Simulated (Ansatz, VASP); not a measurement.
ScSiS3 in VASP and in Ansatz

```
Sc Si S
1.0
     3.72323    0.00000    0.00000
     0.00000    3.72323    0.00000
     0.00000    0.00000    7.44292
Sc Si S
1 1 3
Direct
  0.50000 0.50000 0.50000
  0.00000 0.00000 0.50000
  0.00000 0.00000 0.00000
  0.50000 0.50000 0.82814
  0.50000 0.50000 0.17186
```

Alike in both runs: task relaxation of cell and atoms; functional PBE; k mesh 6 × 6 × 4; occupations gaussian, width 0.1 eV; no spin polarisation.

|  | VASP | Ansatz |
| --- | --- | --- |
| version | VASP 6.6.1 | Ansatz 0.2.0 |
| potentials or method | VASP PAW PBE potentials, release 64 (Sc_sv, Si, S), cutoff 600 eV | scalar-relativistic, plane waves, PAW |
| valence electrons in the cell | 33 | 33 |

|  | VASP | Ansatz | Ansatz less VASP |
| --- | --- | --- | --- |
| gap on the k mesh at the Fermi level, each at its own relaxed structure (eV) | none | none | - |
| relaxed volume (Å³/atom) | 20.80 | 20.86 | +0.057 |
| relaxed cell length with the largest relative difference (Å) | 7.579 | 7.588 | +0.0086 |

A gap of «none» marks a metal or a gap that the smearing closes.
